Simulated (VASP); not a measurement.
# Ta (Fm-3m) in VASP: notebook

Ta is run at these levels: PBE; tasks: single point, relaxation of cell and atoms.

Program: VASP 6.6.1. These are calculated values, not measurements. Logs are shortened: lines on timing, memory, paths and dates and some standing lists are left out, and cuts for length are marked.

## Step 1: The cell of the first run

The structure is cubic, space group Fm-3m (No. 225). The conventional cell has a = 4.225 Å, b = 4.225 Å, c = 4.225 Å, α = 90.00°, β = 90.00°, γ = 90.00°. Within 3.9 Å of Ta (site symmetry m-3m) lie 12 Ta at 2.99 Å.

## Step 2: Single point, PBE

The input, INCAR:

```
PREC = Accurate
ENCUT = 520
EDIFF = 1E-6
ISMEAR = -1
SIGMA = 0.1
LREAL = F
LASPH = T
NELM = 60
ALGO = Normal
ISIF = 2
LWAVE = F
LCHARG = F
GGA = PE
NBANDS = 12
```

The input, KPOINTS:

```
regular mesh
0
Gamma
  16 16 16
```

The input, POSCAR:

```
Ta
1.0
    0.0000000000      2.1122865884      2.1122865884
    2.1122865884      0.0000000000      2.1122865884
    2.1122865884      2.1122865884      0.0000000000
Ta
1
Direct
    0.0000000000      0.0000000000      0.0000000000
```

Potentials or basis: VASP PAW PBE potentials, release 64 (Ta_pv).

On the command line:

```
cat potpaw_PBE.64/Ta_pv/POTCAR > POTCAR
mpirun -np 1 vasp_std > vasp.out
```

OUTCAR:

```text
PREC = Accurate
   ENCUT = 520
   EDIFF = 1E-6
   ISMEAR = -1
   LREAL = F
   LASPH = T
   NELM = 60
   ISIF = 2
   GGA = PE

 ion  position               nearest neighbor table
   1  0.000  0.000  0.000-

  LATTYP: Found a face centered cubic cell.
 ALAT       =     4.2245731768

  Lattice vectors:

 A1 = (   0.0000000000,   2.1122865884,   2.1122865884)
 A2 = (   2.1122865884,   0.0000000000,   2.1122865884)
 A3 = (   2.1122865884,   2.1122865884,   0.0000000000)

Analysis of symmetry for initial positions (statically):
=====================================================================
 Subroutine PRICEL returns:
 Original cell was already a primitive cell.

 Routine SETGRP: Setting up the symmetry group for a
 face centered cubic supercell.

 Subroutine GETGRP returns: Found 48 space group operations
[... 9 lines left out ...]

 Routine SETGRP: Setting up the symmetry group for a
 face centered cubic supercell.

 Subroutine GETGRP returns: Found 48 space group operations
[... 11 lines left out ...]
                                     Primitive cell

  volume of cell :      18.8490

  direct lattice vectors                    reciprocal lattice vectors
     0.000000000  2.112286588  2.112286588    -0.236710304  0.236710304  0.236710304
     2.112286588  0.000000000  2.112286588     0.236710304 -0.236710304  0.236710304
     2.112286588  2.112286588  0.000000000     0.236710304  0.236710304 -0.236710304

  length of vectors
     2.987224341  2.987224341  2.987224341     0.409994273  0.409994273  0.409994273

  position of ions in fractional coordinates (direct lattice)
     0.000000000  0.000000000  0.000000000

  ion indices of the primitive-cell ions
   primitive index   ion index
                 1           1

----------------------------------------------------------------------------------------

 KPOINTS: regular mesh

Automatic generation of k-mesh.
 Grid dimensions read from file:
 generate k-points for:   16   16   16

 Generating k-lattice:

  Cartesian coordinates                     Fractional coordinates (reciprocal lattice)
    -0.014794394  0.014794394  0.014794394     0.062500000  0.000000000  0.000000000
     0.014794394 -0.014794394  0.014794394     0.000000000  0.062500000  0.000000000
     0.014794394  0.014794394 -0.014794394     0.000000000  0.000000000  0.062500000

  Length of vectors
     0.025624642  0.025624642  0.025624642

  Shift w.r.t. Gamma in fractional coordinates (k-lattice)
     0.000000000  0.000000000  0.000000000

 Subroutine IBZKPT returns following result:
 ===========================================

 Found    145 irreducible k-points:

 Following reciprocal coordinates:
            Coordinates               Weight
  0.000000  0.000000  0.000000      1.000000
  0.062500  0.000000  0.000000      8.000000
  0.125000  0.000000  0.000000      8.000000
  0.187500  0.000000  0.000000      8.000000
  0.250000  0.000000  0.000000      8.000000
  0.312500  0.000000  0.000000      8.000000
[... 16 lines left out ...]
 -0.125000  0.062500  0.000000     24.000000
 -0.062500  0.062500  0.000000     12.000000
 [... further k-points ...]
   k-points           NKPTS =    145   k-points in BZ     NKDIM =    145   number of bands    NBANDS=     12
   number of dos      NEDOS =    301   number of ions     NIONS =      1
   total plane-waves  NPLWV =  13824
   dimension x,y,z NGX =    24 NGY =   24 NGZ =   24
   dimension x,y,z NGXF=    48 NGYF=   48 NGZF=   48
   ions per type =               1
   NGX,Y,Z   is equivalent  to a cutoff of  13.36, 13.36, 13.36 a.u.
   NGXF,Y,Z  is equivalent  to a cutoff of  26.71, 26.71, 26.71 a.u.
 SYSTEM =  unknown system
   PREC   = accura    normal or accurate (medium, high low for compatibility)
   ISTART =      0    job   : 0-new  1-cont  2-samecut
   ICHARG =      2    charge: 1-file 2-atom 10-const
   ISPIN  =      1    spin polarized calculation?
   LNONCOLLINEAR =      F non collinear calculations
   LSORBIT =      F    spin-orbit coupling
   LASPH  =      T    aspherical Exc in radial PAW
   ENCUT  =  520.0 eV  38.22 Ry    6.18 a.u.   5.55  5.55  5.55*2*pi/ulx,y,z
   NELM   =     60;   NELMIN=  2; NELMDL= -5     # of ELM steps
   EDIFF  = 0.1E-05   stopping-criterion for ELM
   LREAL  =      F    real-space projection
   EDIFFG = 0.1E-04   stopping-criterion for IOM
   NSW    =      0    number of steps for IOM
   IBRION =     -1    ionic relax: 0-MD 1-quasi-New 2-CG
   NFREE  =      0    steps in history (QN), initial steepest desc. (CG)
   ISIF   =      2    stress and relaxation
   ISYM   =      2    0-nonsym 1-usesym 2-fastsym
   POTIM  = 0.5000    time-step for ionic-motion
   TEBEG  =    0.0;   TEEND  =   0.0 temperature during run
   PSTRESS=    0.0 pullay stress
   NELECT =      11.0000    total number of electrons
   NUPDOWN=      -1.0000    fix difference up-down
   EMIN   =  10.00;   EMAX   =-10.00  energy-range for DOS
   EFERMI =   0.00;   METHOD = LEGACY
   ISMEAR =    -1;   SIGMA  =   0.10  broadening in eV -4-tet -1-fermi 0-gaus
   EFERMI_NEDOS =   21; number of points for ismear=-14 and -15
   IALGO  =     38    algorithm
   IMIX   =      4    mixing-type and parameters
     AMIX     =   0.40;   BMIX     =  1.00
     AMIX_MAG =   1.60;   BMIX_MAG =  1.00
  volume/ion in A,a.u.               =      18.85       127.20
  Fermi-wavevector in a.u.,A,eV,Ry     =   1.368074  2.585285 25.465020  1.871626
  Thomas-Fermi vector in A             =   2.494070
   LORBIT       =      0    0 simple, 1 ext, 2 COOP (PROOUT), +10 PAW based schemes
   GGA     = PE    functional components
   LHFCALC =     F    Hartree Fock is set to
   AEXX    =    0.0000 exact exchange contribution
   IVDW    =     0    specifies the selected vdW correction
   LEPSILON=     F    determine dielectric tensor
   LRPA    =     F    only Hartree local field effects (RPA)
 non-spin polarized calculation
  energy-cutoff  :      520.00
  volume of cell :       18.85
 maximum number of plane-waves:       531
 NGX is ok and might be reduce to    24
   NGX = 11   NGY = 11   NGZ = 11

 number of electron      11.0000001 magnetization

 Free energy of the ion-electron system (eV)
  ---------------------------------------------------
  ext. energy  EPLUGINS =         0.00000000
  ---------------------------------------------------
  free energy    TOTEN  =       -11.59463004 eV

  energy without entropy =      -11.55397075  energy(sigma->0) =      -11.57430040

 E-fermi :   5.4961     XC(G=0): -12.3908

 val. band max:        5.4865656306   @ k =   0.4375   0.3125   0.0625
 cond. band min:       5.5080163372   @ k =   0.3750   0.1875   0.0625
 fundamental gap:      0.0214507066
 Fermi energy:         5.4961241606

 k-point     1 :       0.0000    0.0000    0.0000
  band No.  band energies     occupation
      1     -28.1496      2.00000
      2     -28.1496      2.00000
      3     -28.1496      2.00000
      4      -2.6190      2.00000
      5       5.9409      0.02314
      6       5.9409      0.02314
      7       5.9409      0.02314
      8       8.9224      0.00000
      9       8.9224      0.00000
     10      17.9435      0.00000
     11      19.6121      0.00000
     12      22.7826      0.00000

 k-point     2 :       0.0625    0.0000    0.0000
  band No.  band energies     occupation
      1     -28.1905      2.00000
      2     -28.1548      2.00000
      3     -28.1548      2.00000
      4      -2.4627      2.00000
      5       5.8048      0.08733
      6       6.0154      0.01105
      7       6.0154      0.01105
      8       8.8491      0.00000
      9       8.8491      0.00000
     10      18.2722      0.00000
     11      19.6119      0.00000
     12      21.9831      0.00000

 k-point     3 :       0.1250    0.0000    0.0000
  band No.  band energies     occupation
      1     -28.3056      2.00000
      2     -28.1695      2.00000
      3     -28.1695      2.00000
      4      -2.0133      2.00000
      5       5.4633      1.16267
      6       6.2008      0.00174
      7       6.2008      0.00174
      8       8.6980      0.00000
      9       8.6980      0.00000
     10      19.1009      0.00000
     11      19.6107      0.00000
     12      20.7156      0.00000

 k-point     4 :       0.1875    0.0000    0.0000
  band No.  band energies     occupation
      1     -28.4742      2.00000
      2     -28.1914      2.00000
      3     -28.1914      2.00000
      4      -1.3326      2.00000
      5       5.0703      1.97210
      6       6.3655      0.00034
      7       6.3655      0.00034
      8       8.6662      0.00000
      9       8.6662      0.00000
     10      19.0055      0.00000
     11      19.6144      0.00000
     12      20.7807      0.00000

 k-point     5 :       0.2500    0.0000    0.0000
  band No.  band energies     occupation
      1     -28.6679      2.00000
      2     -28.2171      2.00000
      3     -28.2171      2.00000
      4      -0.5392      2.00000
      5       4.8038      1.99803
      6       6.3432      0.00042
      7       6.3432      0.00042
      8       8.9727      0.00000
      9       8.9727      0.00000
     10      17.9723      0.00000
     11      19.6129      0.00000
     12      21.6264      0.00000
[... 228 lines left out ...]
      1     -28.7335      2.00000
      2     -28.2669      2.00000
      3     -28.2148      2.00000
      4      -0.1510      2.00000
      5       4.6786      1.99944
      6       6.1880      0.00198
      7       6.4099      0.00022
      8       8.6237      0.00000
      9       9.7610      0.00000
     10      17.9151      0.00000
     11      19.6129      0.00000
     12      21.6796      0.00000

 k-point    22 :      -0.1875    0.0625    0.0000
  band No.  band energies     occupation
      1     -28.5456      2.00000
      2     -28.2377      2.00000
      3     -28.1891      2.00000
      4      -0.9461      2.00000
      5       4.8599      1.99655
      6       6.3469      0.00040
      7       6.5112      0.00008
      8       8.2146      0.00000
      9       9.2200      0.00000
     10      18.9225      0.00000
     11      19.6154      0.00000
     12      21.2586      0.00000

 k-point    23 :      -0.1250    0.0625    0.0000
  band No.  band energies     occupation
      1     -28.3734      2.00000
      2     -28.2073      2.00000
      3     -28.1686      2.00000
      4      -1.6776      2.00000
      5       5.2169      1.88452
      6       6.3175      0.00054
      7       6.3500      0.00039
      8       8.2769      0.00000
      9       8.9734      0.00000
     10      19.5982      0.00000
     11      19.6426      0.00000
     12      20.4368      0.00000

 k-point    24 :      -0.0625    0.0625    0.0000
  band No.  band energies     occupation
      1     -28.2477      2.00000
      2     -28.1781      2.00000
      3     -28.1565      2.00000
      4      -2.2082      2.00000
      5       5.5828      0.59175
      6       6.1249      0.00371
      7       6.1552      0.00274
      8       8.5720      0.00000
      9       8.9203      0.00000
     10      18.7882      0.00000
     11      19.6113      0.00000
     12      21.3355      0.00000

 [... further k-points ...]
[... 5 lines left out ...]
  --------------------------------------------------------------------------------------
  -------------------------------------------------------------------------------------
  Total        0.0014851      0.0014851      0.0014851      0.0000000     -0.0000000      0.0000000
  in kB        0.1262318      0.1262318      0.1262318      0.0000000     -0.0000000      0.0000000
  external PRESSURE =       0.1262318 kB  Pullay stress =       0.0000000 kB

 VOLUME and BASIS-vectors are now :
 -----------------------------------------------------------------------------
  energy-cutoff  :      520.00
  volume of cell :       18.85
      direct lattice vectors                 reciprocal lattice vectors
     0.000000000  2.112286588  2.112286588    -0.236710304  0.236710304  0.236710304
     2.112286588  0.000000000  2.112286588     0.236710304 -0.236710304  0.236710304
     2.112286588  2.112286588  0.000000000     0.236710304  0.236710304 -0.236710304

 POSITION                                       TOTAL-FORCE (eV/Angst)
 -----------------------------------------------------------------------------------
      0.00000      0.00000      0.00000         0.000000      0.000000      0.000000
 -----------------------------------------------------------------------------------
    total drift:                               -0.000000     -0.000000      0.000000

  FREE ENERGIE OF THE ION-ELECTRON SYSTEM (eV)
  ---------------------------------------------------
  free  energy   TOTEN  =       -11.5946300442 eV

  energy  without entropy=      -11.5539707532  energy(sigma->0) =      -11.57430040
```

Run time: 12 s. Hardware: 1 thread of AMD EPYC 9R45 (Zen 5), shared host; peak memory 0.13 GiB.

Results:

- Free energy: -11.5946 eV
- Pressure: 0.0 GPa

Levels at points of the mesh, in eV from the Fermi level:
```
           k point  band 2  band 3  band 4  band 5  band 6  band 7  band 8  band 9
(0.00, 0.00, 0.00)  -33.65  -33.65   -8.12    0.44    0.44    0.44    3.43    3.43
(0.50, 0.00, 0.00)  -33.78  -33.78   -4.60    0.22    0.22    0.66    5.74    5.74
(0.50, 0.50, 0.00)  -34.01  -34.01   -4.37   -3.33    2.86    5.73    6.43    6.43
```

Caveat: spin-orbit coupling is left out, which moves the levels of the heavy elements.

## Step 3: Single point, PBE

The input, INCAR:

```
SYSTEM = Ta
PREC = Accurate ; ENCUT = 520
EDIFF = 1E-7 ; ISMEAR = -1
SIGMA = 0.1 ; LREAL = .FALSE.
LASPH = .TRUE. ; NELM = 80
ALGO = Normal ; ISIF = 2
LWAVE = .FALSE. ; LCHARG = .FALSE.
GGA = PE ; NBANDS = 12
```

The input, KPOINTS:

```
regular mesh
0
G
  16 16 16
  0 0 0
```

POSCAR is that of step 2.

Potentials or basis: VASP PAW PBE potentials, release 64 (Ta_pv).

On the command line:

```
cat potpaw_PBE.64/Ta_pv/POTCAR > POTCAR
mpirun -np 1 vasp_std > vasp.out
```

OUTCAR:

```text
SYSTEM = Ta
   PREC = Accurate
   ENCUT = 520
   EDIFF = 1E-7
   ISMEAR = -1
   LREAL = .FALSE.
   LASPH = .TRUE.
   NELM = 80
   ISIF = 2
   GGA = PE

 ion  position               nearest neighbor table
   1  0.000  0.000  0.000-

  LATTYP: Found a face centered cubic cell.
 ALAT       =     4.2245731768

  Lattice vectors:

 A1 = (   0.0000000000,   2.1122865884,   2.1122865884)
 A2 = (   2.1122865884,   0.0000000000,   2.1122865884)
 A3 = (   2.1122865884,   2.1122865884,   0.0000000000)

Analysis of symmetry for initial positions (statically):
[... 531 lines left out ...]
      7       6.1552      0.00274
      8       8.5720      0.00000
      9       8.9203      0.00000
     10      18.7882      0.00000
     11      19.6113      0.00000
     12      21.3355      0.00000

 [... further k-points ...]
[... 5 lines left out ...]
  --------------------------------------------------------------------------------------
  -------------------------------------------------------------------------------------
  Total        0.0013725      0.0013725      0.0013725      0.0000000     -0.0000000      0.0000000
  in kB        0.1166597      0.1166597      0.1166597      0.0000000     -0.0000000      0.0000000
  external PRESSURE =       0.1166597 kB  Pullay stress =       0.0000000 kB

 VOLUME and BASIS-vectors are now :
 -----------------------------------------------------------------------------
  energy-cutoff  :      520.00
  volume of cell :       18.85
      direct lattice vectors                 reciprocal lattice vectors
     0.000000000  2.112286588  2.112286588    -0.236710304  0.236710304  0.236710304
     2.112286588  0.000000000  2.112286588     0.236710304 -0.236710304  0.236710304
     2.112286588  2.112286588  0.000000000     0.236710304  0.236710304 -0.236710304

 POSITION                                       TOTAL-FORCE (eV/Angst)
 -----------------------------------------------------------------------------------
      0.00000      0.00000      0.00000         0.000000     -0.000000     -0.000000
 -----------------------------------------------------------------------------------
    total drift:                                0.000000     -0.000000     -0.000000

  FREE ENERGIE OF THE ION-ELECTRON SYSTEM (eV)
  ---------------------------------------------------
  free  energy   TOTEN  =       -11.5946300468 eV

  energy  without entropy=      -11.5539707557  energy(sigma->0) =      -11.57430040
```

OSZICAR:

```text
N       E                     dE             d eps       ncg     rms          rms(c)
DAV:   1     0.608279255704E+02    0.60828E+02   -0.61407E+03  3480   0.876E+02
DAV:   2    -0.110032115905E+02   -0.71831E+02   -0.69962E+02  3884   0.243E+02
DAV:   3    -0.121013317614E+02   -0.10981E+01   -0.10782E+01  4224   0.280E+01
DAV:   4    -0.121045337750E+02   -0.32020E-02   -0.32011E-02  3876   0.168E+00
DAV:   5    -0.121045449339E+02   -0.11159E-04   -0.11158E-04  4172   0.968E-02    0.122E+01
DAV:   6    -0.117146100470E+02    0.38993E+00   -0.30791E-01  4108   0.607E+00    0.586E+00
DAV:   7    -0.115958231792E+02    0.11879E+00   -0.35705E-01  4012   0.557E+00    0.386E-01
DAV:   8    -0.115948172330E+02    0.10059E-02   -0.12390E-02  3932   0.926E-01    0.250E-01
DAV:   9    -0.115946365395E+02    0.18069E-03   -0.44295E-04  4040   0.212E-01    0.251E-02
DAV:  10    -0.115946301120E+02    0.64275E-05   -0.11132E-05  3928   0.330E-02    0.586E-03
DAV:  11    -0.115946300468E+02    0.65255E-07   -0.52718E-07  3952   0.760E-03
   1 F= -.11594630E+02 E0= -.11574300E+02  d E =-.406593E-01
```

stdout:

```text
POSCAR found type information on POSCAR Ta
 POSCAR found :  1 types and       1 ions
 scaLAPACK will be used
 LDA part: xc-table for (Slater+PW92), standard interpolation
 POSCAR, INCAR and KPOINTS ok, starting setup
 FFT: planning ... GRIDC
 FFT: planning ... GRID_SOFT
 FFT: planning ... GRID
 WAVECAR not read
 entering main loop
```

Run time: 13 s. Hardware: 1 thread of AMD EPYC 9R45 (Zen 5), shared host; peak memory 0.13 GiB.

What came out:

```
Free energy : -11.5946 eV
Pressure    : 0.0 GPa
```

Caveat: spin-orbit coupling is left out, which moves the levels of the heavy elements.

## Step 4: Single point, PBE

The input, INCAR:

```
SYSTEM = Ta
  ALGO = Normal
  EDIFF = 1E-7
  ENCUT = 520
  GGA = PE
  ISIF = 2
  ISMEAR = 0
  LASPH = .TRUE.
  LCHARG = .FALSE.
  LREAL = .FALSE.
  LWAVE = .FALSE.
  NBANDS = 12
  NELM = 60
  PREC = Accurate
  SIGMA = 0.05
```

The input, KPOINTS:

```
k-points
0
G
  16 16 16
  0 0 0
```

POSCAR is that of step 3.

On the command line:

```
cat potpaw_PBE.64/Ta_pv/POTCAR > POTCAR
mpirun -np 1 vasp_std > vasp.out
```

Run time: 12 s. Hardware: 1 thread of AMD EPYC 9R45 (Zen 5), shared host; peak memory 0.13 GiB.

It converged, with:

| Property | Result |
| --- | --- |
| Free energy | -11.5745 eV |
| Pressure | -0.1 GPa |

Levels at points of the mesh, in eV from the Fermi level:
```tsv
k point	band 3	band 4	band 5	band 6	band 7	band 8
(0.00, 0.00, 0.00)	-33.64	-8.10	0.45	0.45	0.45	3.44
(0.50, 0.00, 0.00)	-33.77	-4.59	0.23	0.23	0.67	5.75
(0.50, 0.50, 0.00)	-34.00	-4.36	-3.31	2.87	5.74	6.44
```

Caveat: spin-orbit coupling is left out, which moves the levels of the heavy elements.

(Part 1 of 2 ends here.)
